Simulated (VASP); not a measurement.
# HfTi2Si2 (P-3m1) in VASP: notebook, part 2 of 2

VASP 6.6.1.

### 4 Relaxation of cell and atoms, PBE

Input file INCAR:

```
ALGO = Fast
EDIFF = 1E-6
EDIFFG = -0.01
ENCUT = 600
GGA = PE
IBRION = 2
ISIF = 3
ISMEAR = 0
LASPH = True
LCHARG = False
LREAL = False
LWAVE = False
NELM = 80
NSW = 100
PREC = Accurate
SIGMA = 0.1
```

Input file KPOINTS:

```
k-points
0
Gamma
  12 12 6
```

Input file POSCAR:

```
HfTi2Si2
1.0
    3.9160869680      0.0000000000      0.0000000000
   -1.9580434840      3.3914307977      0.0000000000
    0.0000000000      0.0000000000      6.9037609179
Hf Ti Si
1 2 2
Direct
    0.0000000000      0.0000000000      0.0000000000
    0.6666666667      0.3333333333      0.3699618459
    0.3333333333      0.6666666667      0.6300381541
    0.3333333333      0.6666666667      0.2179200997
    0.6666666667      0.3333333333      0.7820799003
```

Potentials or basis: VASP PAW PBE potentials, release 64 (Hf_pv, Ti_sv, Si).

On the command line:

```bash
$ cat potpaw_PBE.64/Hf_pv/POTCAR potpaw_PBE.64/Ti_sv/POTCAR potpaw_PBE.64/Si/POTCAR > POTCAR
$ mpirun -np 1 vasp_std > vasp.out
```

OUTCAR:

```text
EDIFF = 1E-6
   EDIFFG = -0.01
   ENCUT = 600
   GGA = PE
   IBRION = 2
   ISIF = 3
   ISMEAR = 0
   LASPH = True
   LREAL = False
   NELM = 80
   NSW = 100
   PREC = Accurate

 ion  position               nearest neighbor table
   1  0.000  0.000  0.000-   4 2.72   5 2.72   4 2.72   5 2.72   5 2.72   4 2.72
   2  0.667  0.333  0.370-   4 2.49   4 2.49   4 2.49   5 2.85   3 2.89   3 2.89   3 2.89
   3  0.333  0.667  0.630-   5 2.49   5 2.49   5 2.49   4 2.85   2 2.89   2 2.89   2 2.89
   4  0.333  0.667  0.218-   2 2.49   2 2.49   2 2.49   1 2.72   1 2.72   1 2.72   3 2.85
   5  0.667  0.333  0.782-   3 2.49   3 2.49   3 2.49   1 2.72   1 2.72   1 2.72   2 2.85

  LATTYP: Found a hexagonal cell.
 ALAT       =     3.9160869680
 C/A-ratio  =     1.7629232891

  Lattice vectors:

 A1 = (   3.9160869680,   0.0000000000,   0.0000000000)
 A2 = (  -1.9580434840,   3.3914307977,   0.0000000000)
 A3 = (   0.0000000000,   0.0000000000,   6.9037609179)

Analysis of symmetry for initial positions (statically):
=====================================================================
 Subroutine PRICEL returns:
 Original cell was already a primitive cell.

 Routine SETGRP: Setting up the symmetry group for a
 hexagonal supercell.

 Subroutine GETGRP returns: Found 12 space group operations
 (whereof 12 operations were pure point group operations)
 out of a pool of 24 trial point group operations.

The static configuration has the point symmetry D_3d.

Analysis of symmetry for dynamics (positions and initial velocities):
=====================================================================
 Subroutine PRICEL returns:
 Original cell was already a primitive cell.

 Routine SETGRP: Setting up the symmetry group for a
 hexagonal supercell.

 Subroutine GETGRP returns: Found 12 space group operations
 (whereof 12 operations were pure point group operations)
 out of a pool of 24 trial point group operations.

The dynamic configuration has the point symmetry D_3d.

 Subroutine INISYM returns: Found 12 space group operations
 (whereof 12 operations are pure point group operations),
 and found     1 'primitive' translations

----------------------------------------------------------------------------------------

                                     Primitive cell

  volume of cell :      91.6898

  direct lattice vectors                    reciprocal lattice vectors
     3.916086968  0.000000000  0.000000000     0.255356944  0.147430400  0.000000000
    -1.958043484  3.391430798  0.000000000     0.000000000  0.294860801  0.000000000
     0.000000000  0.000000000  6.903760918     0.000000000  0.000000000  0.144848585

  length of vectors
     3.916086968  3.916086968  6.903760918     0.294860801  0.294860801  0.144848585

  position of ions in fractional coordinates (direct lattice)
     0.000000000  0.000000000  0.000000000
     0.666666667  0.333333333  0.369961846
     0.333333333  0.666666667  0.630038154
     0.333333333  0.666666667  0.217920100
     0.666666667  0.333333333  0.782079900

  ion indices of the primitive-cell ions
   primitive index   ion index
                 1           1
                 2           2
                 3           3
                 4           4
[... 66 lines left out ...]
   ICHARG =      2    charge: 1-file 2-atom 10-const
   ISPIN  =      1    spin polarized calculation?
   LNONCOLLINEAR =      F non collinear calculations
   LSORBIT =      F    spin-orbit coupling
   LASPH  =      T    aspherical Exc in radial PAW
   ENCUT  =  600.0 eV  44.10 Ry    6.64 a.u.   7.82  7.82 13.79*2*pi/ulx,y,z
   NELM   =     80;   NELMIN=  2; NELMDL= -5     # of ELM steps
   EDIFF  = 0.1E-05   stopping-criterion for ELM
   LREAL  =      F    real-space projection
   EDIFFG = -.1E-01   stopping-criterion for IOM
   NSW    =    100    number of steps for IOM
   IBRION =      2    ionic relax: 0-MD 1-quasi-New 2-CG
   NFREE  =      1    steps in history (QN), initial steepest desc. (CG)
   ISIF   =      3    stress and relaxation
   ISYM   =      2    0-nonsym 1-usesym 2-fastsym
   POTIM  = 0.5000    time-step for ionic-motion
   TEBEG  =    0.0;   TEEND  =   0.0 temperature during run
   PSTRESS=    0.0 pullay stress
   NELECT =      42.0000    total number of electrons
   NUPDOWN=      -1.0000    fix difference up-down
   EMIN   =  10.00;   EMAX   =-10.00  energy-range for DOS
   EFERMI =   0.00;   METHOD = LEGACY
   ISMEAR =     0;   SIGMA  =   0.10  broadening in eV -4-tet -1-fermi 0-gaus
   EFERMI_NEDOS =   21; number of points for ismear=-14 and -15
   IALGO  =     68    algorithm
   IMIX   =      4    mixing-type and parameters
     AMIX     =   0.40;   BMIX     =  1.00
     AMIX_MAG =   1.60;   BMIX_MAG =  1.00
  volume/ion in A,a.u.               =      18.34       123.75
  Fermi-wavevector in a.u.,A,eV,Ry     =   1.261975  2.384788 21.668395  1.592582
  Thomas-Fermi vector in A             =   2.395407
   LORBIT       =      0    0 simple, 1 ext, 2 COOP (PROOUT), +10 PAW based schemes
   GGA     = PE    functional components
   LHFCALC =     F    Hartree Fock is set to
   AEXX    =    0.0000 exact exchange contribution
   IVDW    =     0    specifies the selected vdW correction
   LEPSILON=     F    determine dielectric tensor
   LRPA    =     F    only Hartree local field effects (RPA)
 conjugate gradient relaxation of ions
 non-spin polarized calculation
 RMM-DIIS sequential band-by-band and
 Gauss-broadening in eV      SIGMA  =   0.10
  energy-cutoff  :      600.00
  volume of cell :       91.69
 maximum number of plane-waves:      3084
   NGX = 15   NGY = 15   NGZ = 27

--------------------------------------- Ionic step        1  -------------------------------------------

 number of electron      42.0000004 magnetization

 Free energy of the ion-electron system (eV)
  ---------------------------------------------------
  ext. energy  EPLUGINS =         0.00000000
  ---------------------------------------------------
  free energy    TOTEN  =       -38.44666946 eV

  energy without entropy =      -38.42869096  energy(sigma->0) =      -38.43768021

------------------------ aborting loop because EDIFF is reached ----------------------------------------

  FORCE on cell =-STRESS in cart. coord.  units (eV):
  Direction    XX          YY          ZZ          XY          YZ          ZX
  --------------------------------------------------------------------------------------
  -------------------------------------------------------------------------------------
  Total       -0.1074798     -0.1074798     -0.3876066      0.0000000      0.0000000      0.0000000
  in kB       -1.8780906     -1.8780906     -6.7729951      0.0000000      0.0000000      0.0000000
  external PRESSURE =      -3.5097254 kB  Pullay stress =       0.0000000 kB
[... 98 lines left out ...]
  FREE ENERGIE OF THE ION-ELECTRON SYSTEM (eV)
  ---------------------------------------------------
  free  energy   TOTEN  =       -38.4473820628 eV

  energy  without entropy=      -38.4292914518  energy(sigma->0) =      -38.43833676

[... ionic steps 4 to 7 ...]

--------------------------------------- Ionic step        8  -------------------------------------------

 number of electron      42.0000003 magnetization

------------------------ aborting loop because EDIFF is reached ----------------------------------------
[... 73 lines left out ...]
--------------------------------------- Ionic step       10  -------------------------------------------

 number of electron      42.0000003 magnetization

 Free energy of the ion-electron system (eV)
  ---------------------------------------------------
  ext. energy  EPLUGINS =         0.00000000
  ---------------------------------------------------
  free energy    TOTEN  =       -38.44808592 eV

  energy without entropy =      -38.42915951  energy(sigma->0) =      -38.43862271

 E-fermi :   6.8200     XC(G=0): -10.9328

 val. band max:        6.8189468070   @ k =   0.3333   0.3333   0.5000
 cond. band min:       6.8205564880   @ k =   0.3333   0.2500   0.3333
 fundamental gap:      0.0016096810
 Fermi energy:         6.8199943224

 k-point     1 :       0.0000    0.0000    0.0000
  band No.  band energies     occupation
      1     -49.9369      2.00000
      2     -49.8718      2.00000
      3     -26.2630      2.00000
      4     -26.2630      2.00000
      5     -26.2154      2.00000
      6     -26.1341      2.00000
[... 661 lines left out ...]
     24       7.6860      0.00000
     25       8.6797      0.00000

 [... further k-points ...]

------------------------ aborting loop because EDIFF is reached ----------------------------------------

  FORCE on cell =-STRESS in cart. coord.  units (eV):
  Direction    XX          YY          ZZ          XY          YZ          ZX
  --------------------------------------------------------------------------------------
  -------------------------------------------------------------------------------------
  Total       -0.0188876     -0.0188876     -0.0265136      0.0000000      0.0000000      0.0000000
  in kB       -0.3306067     -0.3306067     -0.4640916      0.0000000      0.0000000      0.0000000
  external PRESSURE =      -0.3751017 kB  Pullay stress =       0.0000000 kB
[... 20 lines left out ...]
  FREE ENERGIE OF THE ION-ELECTRON SYSTEM (eV)
  ---------------------------------------------------
  free  energy   TOTEN  =       -38.4480859186 eV

  energy  without entropy=      -38.4291595084  energy(sigma->0) =      -38.43862271

 reached required accuracy - stopping structural energy minimisation
```

OSZICAR:

```text
N       E                     dE             d eps       ncg     rms          rms(c)
DAV:   1     0.435426290352E+03    0.43543E+03   -0.23035E+04  5008   0.196E+03
DAV:   2     0.111141178315E+02   -0.42431E+03   -0.42066E+03  5012   0.539E+02
DAV:   3    -0.390324509241E+02   -0.50147E+02   -0.49527E+02  8784   0.143E+02
[... 132 lines left out ...]
RMM:   2    -0.384480989076E+02    0.60724E-04   -0.65208E-04  6408   0.228E-01    0.234E-02
RMM:   3    -0.384480826816E+02    0.16226E-04   -0.10534E-04  6784   0.838E-02    0.142E-02
RMM:   4    -0.384480859406E+02   -0.32591E-05   -0.88504E-05  6912   0.581E-02    0.105E-02
RMM:   5    -0.384480862818E+02   -0.34113E-06   -0.13624E-05  6099   0.262E-02    0.774E-03
RMM:   6    -0.384480859186E+02    0.36320E-06   -0.77713E-06  5173   0.161E-02
  10 F= -.38448086E+02 E0= -.38438623E+02  d E =-.161286E-04
```

Wall time 28 min (1 thread of Oxide Virtual Turin-like, shared host); peak memory 0.43 GiB.

What came out:

```yaml
Free_energy: -38.4481 eV
Relaxed_volume: 18.31 Å³/atom
Relaxed_cell: a = 3.925 Å, b = 3.925 Å, c = 6.860 Å, α = 90.00°, β = 90.00°, γ = 120.00°
Space_group_after_relaxing_to_0.1_Å: P-3m1 (No. 164)
Energy_gained_by_relaxing: 0.3 meV/atom
Ionic_steps: 10
Pressure_after_relaxing: 0.0 GPa
Largest_force_after_relaxing: 0.006 eV/Å
Band_gap_on_the_k_mesh: zero (bands 21 and 22 overlap by 0.91 eV)
```

Forces in eV/Å, atoms in the order of the input:
```
Hf   0.000  0.000  0.000
Ti   0.000  0.000 -0.006
Ti   0.000  0.000  0.006
Si   0.000  0.000 -0.004
Si   0.000  0.000  0.004
```

The path:
```csv
step,energy change (eV),largest force (eV/Å),pressure (GPa),volume (Å³)
1,0.0000,0.0448,-0.35,91.69
2,-0.0006,0.0133,0.37,91.16
3,-0.0007,0.0230,0.17,91.31
4,-0.0012,0.0096,0.10,91.39
5,-0.0014,0.0121,0.03,91.48
6,-0.0014,0.0130,0.02,91.48
7,-0.0014,0.0154,0.01,91.49
8,-0.0014,0.0144,0.01,91.49
9,-0.0014,0.0147,0.03,91.49
10,-0.0014,0.0065,-0.04,91.53
```

Final structure:
```
CELL_PARAMETERS angstrom
3.92513 0.00000 0.00000
-1.96257 3.39926 0.00000
0.00000 0.00000 6.86020
ATOMIC_POSITIONS crystal
Hf 0.00000 0.00000 0.00000
Ti 0.66667 0.33333 0.36923
Ti 0.33333 0.66667 0.63077
Si 0.33333 0.66667 0.21861
Si 0.66667 0.33333 0.78139
```

Caveat: spin-orbit coupling is left out, which moves the levels of the heavy elements.

### 5 The runs side by side

```csv
task,spin,cell,k mesh,cutoff (eV),gap on the mesh (eV),pressure (GPa),largest force (eV/Å)
single point,off,"a = 3.925, b = 3.925, c = 6.863 Å, angles 90.0, 90.0, 120.0°, 5 atoms, atomic positions A",12 × 12 × 6,520,none,-0.1,0.01
single point,collinear,"a = 3.916, b = 3.916, c = 6.904 Å, angles 90.0, 90.0, 120.0°, 5 atoms, atomic positions B",6 × 6 × 4,520,none,-0.4,0.03
relaxation of cell and atoms,off,"relaxed from a = 3.916, b = 3.916, c = 6.904 Å, angles 90.0, 90.0, 120.0°, 5 atoms, atomic positions B",12 × 12 × 6,600,none,0.0,0.01
```

Alike in all rows: level PBE; potentials or basis VASP PAW PBE potentials, release 64 (Hf_pv, Ti_sv, Si); smearing gaussian 0.1 eV.

Caveats: spin-orbit coupling is left out, which moves the levels of the heavy elements.

Absolute energies hang on the potentials; compare differences alone.

The gap in the log of VASP goes by the Fermi energy; the results here count the filled bands.